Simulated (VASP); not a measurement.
# TiRuC4N4 (P-43m) in VASP: further runs

TiRuC4N4 is run at these levels: PBE; tasks: single point.

Program: VASP 6.6.1. These are calculated values, not measurements. Logs are shortened: lines on timing, memory, paths and dates and some standing lists are left out, and cuts for length are marked.

## (1) The cell of the first run

It takes space group P-43m (No. 215, cubic). Conventional cell: a = 5.837 Å, b = 5.837 Å, c = 5.837 Å, α = 90.00°, β = 90.00°, γ = 90.00°. Ti (site symmetry -43m) has 4 N at 1.93 Å within 2.6 Å. Within 2.6 Å of Ru (site symmetry -43m) lie 4 C at 1.93 Å. Within 1.6 Å of C (site symmetry 3m) lie 1 N at 1.20 Å. N (site symmetry 3m) has 1 C at 1.20 Å within 1.6 Å.

## (2) Single point, PBE, collinear spin, ferromagnetic start

File INCAR:

```
ALGO     = Normal         # electronic algorithm
EDIFF    = 1E-6           # SCF threshold, eV
ENCUT    = 520            # plane-wave cutoff, eV
GGA      = PE             # functional
ISIF     = 2              # what is computed and relaxed
ISMEAR   = 0              # smearing method
ISPIN    = 2              # spin polarisation
LASPH    = T              # aspherical terms in the spheres
LCHARG   = F              # write CHGCAR
LMAXMIX  = 4              # l up to which the mixer works
LORBIT   = 11             # projections on sites
LREAL    = F              # projectors in reciprocal space
LWAVE    = F              # write WAVECAR
MAGMOM   = -1 -1 0 0 0 0 0 0 0 0 # initial moments
NBANDS   = 46             # bands
NELM     = 150            # most SCF steps
PREC     = Accurate       # precision mode
SIGMA    = 0.1            # smearing width, eV
```

File KPOINTS:

```
k-points
0
Gamma
  4 4 4
```

File POSCAR:

```
TiRuC4N4
1.0
    5.8368070773      0.0000000000      0.0000000000
    0.0000000000      5.8368070773      0.0000000000
    0.0000000000      0.0000000000      5.8368070773
Ti Ru C N
1 1 4 4
Direct
    0.5000000000      0.5000000000      0.5000000000
    0.0000000000      0.0000000000      0.0000000000
    0.1904503144      0.1904503144      0.1904503144
    0.1904503144      0.8095496856      0.8095496856
    0.8095496856      0.1904503144      0.8095496856
    0.8095496856      0.8095496856      0.1904503144
    0.3092828309      0.3092828309      0.3092828309
    0.3092828309      0.6907171691      0.6907171691
    0.6907171691      0.3092828309      0.6907171691
    0.6907171691      0.6907171691      0.3092828309
```

Potentials or basis: VASP PAW PBE potentials, release 64 (Ti_sv, Ru_pv, C, N).

Command:

```
$ cat potpaw_PBE.64/Ti_sv/POTCAR potpaw_PBE.64/Ru_pv/POTCAR potpaw_PBE.64/C/POTCAR potpaw_PBE.64/N/POTCAR > POTCAR
$ mpirun -np 1 vasp_std > vasp.out
```

OUTCAR:

```text
EDIFF = 1E-6
   ENCUT = 520
   GGA = PE
   ISIF = 2
   ISMEAR = 0
   ISPIN = 2
   LASPH = T
   LORBIT = 11
   LREAL = F
   NELM = 150
   PREC = Accurate

 ion  position               nearest neighbor table
   1  0.500  0.500  0.500-   7 1.93   8 1.93   9 1.93  10 1.93
   2  0.000  0.000  0.000-   3 1.93   4 1.93   5 1.93   6 1.93
   3  0.190  0.190  0.190-   7 1.20   2 1.93
   4  0.190  0.810  0.810-   8 1.20   2 1.93
   5  0.810  0.190  0.810-   9 1.20   2 1.93
   6  0.810  0.810  0.190-  10 1.20   2 1.93
   7  0.309  0.309  0.309-   3 1.20   1 1.93
   8  0.309  0.691  0.691-   4 1.20   1 1.93
   9  0.691  0.309  0.691-   5 1.20   1 1.93
  10  0.691  0.691  0.309-   6 1.20   1 1.93

  LATTYP: Found a simple cubic cell.
 ALAT       =     5.8368070773

  Lattice vectors:

 A1 = (   5.8368070773,   0.0000000000,   0.0000000000)
 A2 = (   0.0000000000,   5.8368070773,   0.0000000000)
 A3 = (   0.0000000000,   0.0000000000,   5.8368070773)

Analysis of symmetry for initial positions (statically):
=====================================================================
 Subroutine PRICEL returns:
 Original cell was already a primitive cell.

 Routine SETGRP: Setting up the symmetry group for a
 simple cubic supercell.

 Subroutine GETGRP returns: Found 24 space group operations
 (whereof 24 operations were pure point group operations)
 out of a pool of 48 trial point group operations.

The static configuration has the point symmetry T_d .

Analysis of symmetry for dynamics (positions and initial velocities):
=====================================================================
 Subroutine PRICEL returns:
 Original cell was already a primitive cell.

 Routine SETGRP: Setting up the symmetry group for a
 simple cubic supercell.

 Subroutine GETGRP returns: Found 24 space group operations
 (whereof 24 operations were pure point group operations)
 out of a pool of 48 trial point group operations.

The dynamic configuration has the point symmetry T_d .

Analysis of structural, dynamic, and magnetic symmetry:
=====================================================================
 Subroutine PRICEL returns:
 Original cell was already a primitive cell.

 Routine SETGRP: Setting up the symmetry group for a
 simple cubic supercell.

 Subroutine GETGRP returns: Found 24 space group operations
 (whereof 24 operations were pure point group operations)
 out of a pool of 48 trial point group operations.

The overall configuration has the point symmetry T_d .

 Subroutine INISYM returns: Found 24 space group operations
 (whereof 24 operations are pure point group operations),
 and found     1 'primitive' translations

----------------------------------------------------------------------------------------

                                     Primitive cell

  volume of cell :     198.8502

  direct lattice vectors                    reciprocal lattice vectors
     5.836807077  0.000000000  0.000000000     0.171326547  0.000000000  0.000000000
     0.000000000  5.836807077  0.000000000     0.000000000  0.171326547  0.000000000
     0.000000000  0.000000000  5.836807077     0.000000000  0.000000000  0.171326547

  length of vectors
     5.836807077  5.836807077  5.836807077     0.171326547  0.171326547  0.171326547

  position of ions in fractional coordinates (direct lattice)
     0.500000000  0.500000000  0.500000000
     0.000000000  0.000000000  0.000000000
     0.190450314  0.190450314  0.190450314
     0.190450314  0.809549686  0.809549686
     0.809549686  0.190450314  0.809549686
     0.809549686  0.809549686  0.190450314
     0.309282831  0.309282831  0.309282831
     0.309282831  0.690717169  0.690717169
     0.690717169  0.309282831  0.690717169
     0.690717169  0.690717169  0.309282831

  ion indices of the primitive-cell ions
   primitive index   ion index
                 1           1
                 2           2
                 3           3
                 4           4
                 5           5
                 6           6
                 7           7
[... 49 lines left out ...]
   NGXF,Y,Z  is equivalent  to a cutoff of  27.34, 27.34, 27.34 a.u.
 SYSTEM =  unknown system
   PREC   = accura    normal or accurate (medium, high low for compatibility)
   ISTART =      0    job   : 0-new  1-cont  2-samecut
   ICHARG =      2    charge: 1-file 2-atom 10-const
   ISPIN  =      2    spin polarized calculation?
   LNONCOLLINEAR =      F non collinear calculations
   LSORBIT =      F    spin-orbit coupling
   LASPH  =      T    aspherical Exc in radial PAW
   ENCUT  =  520.0 eV  38.22 Ry    6.18 a.u.  10.85 10.85 10.85*2*pi/ulx,y,z
   NELM   =    150;   NELMIN=  2; NELMDL= -5     # of ELM steps
   EDIFF  = 0.1E-05   stopping-criterion for ELM
   LREAL  =      F    real-space projection
   EDIFFG = 0.1E-04   stopping-criterion for IOM
   NSW    =      0    number of steps for IOM
   IBRION =     -1    ionic relax: 0-MD 1-quasi-New 2-CG
   NFREE  =      0    steps in history (QN), initial steepest desc. (CG)
   ISIF   =      2    stress and relaxation
   ISYM   =      2    0-nonsym 1-usesym 2-fastsym
   POTIM  = 0.5000    time-step for ionic-motion
   TEBEG  =    0.0;   TEEND  =   0.0 temperature during run
   PSTRESS=    0.0 pullay stress
   NELECT =      62.0000    total number of electrons
   NUPDOWN=      -1.0000    fix difference up-down
   EMIN   =  10.00;   EMAX   =-10.00  energy-range for DOS
   EFERMI =   0.00;   METHOD = LEGACY
   ISMEAR =     0;   SIGMA  =   0.10  broadening in eV -4-tet -1-fermi 0-gaus
   EFERMI_NEDOS =   21; number of points for ismear=-14 and -15
   IALGO  =     38    algorithm
   IMIX   =      4    mixing-type and parameters
     AMIX     =   0.40;   BMIX     =  1.00
     AMIX_MAG =   1.60;   BMIX_MAG =  1.00
  volume/ion in A,a.u.               =      19.89       134.19
  Fermi-wavevector in a.u.,A,eV,Ry     =   1.110103  2.097791 16.766858  1.232329
  Thomas-Fermi vector in A             =   2.246651
   LORBIT       =     11    0 simple, 1 ext, 2 COOP (PROOUT), +10 PAW based schemes
   GGA     = PE    functional components
   LHFCALC =     F    Hartree Fock is set to
   AEXX    =    0.0000 exact exchange contribution
   IVDW    =     0    specifies the selected vdW correction
   LEPSILON=     F    determine dielectric tensor
   LRPA    =     F    only Hartree local field effects (RPA)
 spin polarized calculation
 Gauss-broadening in eV      SIGMA  =   0.10
  energy-cutoff  :      520.00
  volume of cell :      198.85
 maximum number of plane-waves:      5400
 NGX is ok and might be reduce to    48
   NGX = 21   NGY = 21   NGZ = 21

 number of electron      62.0000013 magnetization      -1.9680013

 Free energy of the ion-electron system (eV)
  ---------------------------------------------------
  ext. energy  EPLUGINS =         0.00000000
  ---------------------------------------------------
  free energy    TOTEN  =       -85.35599106 eV

  energy without entropy =      -85.33201472  energy(sigma->0) =      -85.34400289

 E-fermi :   0.3530     XC(G=0):  -7.5331

 val. band max:        0.3464774888   @ k =   0.2500   0.2500   0.0000
 cond. band min:       0.3540620279   @ k =   0.5000   0.5000   0.2500
 fundamental gap:      0.0075845391
 Fermi energy:         0.3530432820

 spin component 1

 k-point     1 :       0.0000    0.0000    0.0000
  band No.  band energies     occupation
      1     -57.4334      1.00000
      2     -42.4486      1.00000
      3     -42.4486      1.00000
      4     -42.4486      1.00000
      5     -33.7109      1.00000
      6     -33.7109      1.00000
[... 449 lines left out ...]
     42       5.8987      0.00000
     43       5.8987      0.00000
 Fermi energy:         0.3530432820

 spin component 2

 k-point     1 :       0.0000    0.0000    0.0000
  band No.  band energies     occupation
      1     -57.5133      1.00000
      2     -43.0243      1.00000
      3     -43.0243      1.00000
      4     -43.0243      1.00000
      5     -33.7921      1.00000
      6     -33.7921      1.00000
[... 449 lines left out ...]
     42       5.6146      0.00000
     43       5.6146      0.00000
 [bands above 43 left out]

------------------------ aborting loop because EDIFF is reached ----------------------------------------

  FORCE on cell =-STRESS in cart. coord.  units (eV):
  Direction    XX          YY          ZZ          XY          YZ          ZX
  --------------------------------------------------------------------------------------
  -------------------------------------------------------------------------------------
  Total        0.1385801      0.1385801      0.1385801      0.0000000      0.0000000      0.0000000
  in kB        1.1165690      1.1165690      1.1165690      0.0000000      0.0000000      0.0000000
  external PRESSURE =       1.1165690 kB  Pullay stress =       0.0000000 kB

 VOLUME and BASIS-vectors are now :
 -----------------------------------------------------------------------------
  energy-cutoff  :      520.00
  volume of cell :      198.85
      direct lattice vectors                 reciprocal lattice vectors
     5.836807077  0.000000000  0.000000000     0.171326547  0.000000000  0.000000000
     0.000000000  5.836807077  0.000000000     0.000000000  0.171326547  0.000000000
     0.000000000  0.000000000  5.836807077     0.000000000  0.000000000  0.171326547

 POSITION                                       TOTAL-FORCE (eV/Angst)
 -----------------------------------------------------------------------------------
      2.91840      2.91840      2.91840         0.000000      0.000000     -0.000000
      0.00000      0.00000      0.00000         0.000000      0.000000     -0.000000
      1.11162      1.11162      1.11162        -0.151692     -0.151692     -0.151692
      1.11162      4.72519      4.72519        -0.151692      0.151692      0.151692
      4.72519      1.11162      4.72519         0.151692     -0.151692      0.151692
      4.72519      4.72519      1.11162         0.151692      0.151692     -0.151692
      1.80522      1.80522      1.80522         0.131654      0.131654      0.131654
      1.80522      4.03158      4.03158         0.131654     -0.131654     -0.131654
      4.03158      1.80522      4.03158        -0.131654      0.131654     -0.131654
      4.03158      4.03158      1.80522        -0.131654     -0.131654      0.131654
 -----------------------------------------------------------------------------------
    total drift:                               -0.000000     -0.000000      0.000000

  FREE ENERGIE OF THE ION-ELECTRON SYSTEM (eV)
  ---------------------------------------------------
  free  energy   TOTEN  =       -85.3559910591 eV

  energy  without entropy=      -85.3320147223  energy(sigma->0) =      -85.34400289

 total charge

# of ion       s       p       d       tot
------------------------------------------
    1        2.226   6.230   1.873  10.329
    2        0.432   6.443   6.004  12.878
    3        0.947   1.579   0.000   2.526
    4        0.947   1.579   0.000   2.526
    5        0.947   1.579   0.000   2.526
    6        0.947   1.579   0.000   2.526
    7        1.293   2.619   0.000   3.911
    8        1.293   2.619   0.000   3.911
    9        1.293   2.619   0.000   3.911
   10        1.293   2.619   0.000   3.911
--------------------------------------------------
tot         11.615  29.464   7.876  48.956

 magnetization (x)

# of ion       s       p       d       tot
------------------------------------------
    1       -0.001  -0.006  -0.078  -0.084
    2       -0.003  -0.114  -0.656  -0.772
    3       -0.010  -0.019   0.000  -0.029
    4       -0.010  -0.019   0.000  -0.029
    5       -0.010  -0.019   0.000  -0.029
    6       -0.010  -0.019   0.000  -0.029
    7       -0.004  -0.068   0.000  -0.072
    8       -0.004  -0.068   0.000  -0.072
    9       -0.004  -0.068   0.000  -0.072
   10       -0.004  -0.068   0.000  -0.072
--------------------------------------------------
tot         -0.061  -0.468  -0.733  -1.262
```

Run time: 3.8 min. Hardware: 1 thread of Intel Xeon 6975P-C, shared host; peak memory 0.49 GiB.

What came out:

```
Free energy                                           : -85.3560 eV
Pressure                                              : 0.1 GPa
Largest force                                         : 0.263 eV/Å
Band gap on the k mesh                                : zero (filled and empty bands overlap)
Net moment                                            : -1.97 μB per cell
Site moments                                          : Ti -0.08; Ru -0.77; C -0.03; N -0.07 μB
Valence electrons inside the program's atomic spheres : Ti 10.33; Ru 12.88; C 2.53; N 3.91
```

Forces in eV/Å, atoms in the order of the input:
```
Ti   0.000  0.000  0.000
Ru   0.000  0.000  0.000
C   -0.152 -0.152 -0.152
C   -0.152  0.152  0.152
C    0.152 -0.152  0.152
C    0.152  0.152 -0.152
N    0.132  0.132  0.132
N    0.132 -0.132 -0.132
N   -0.132  0.132 -0.132
N   -0.132 -0.132  0.132
```

(Part 1 of 2 ends here.)
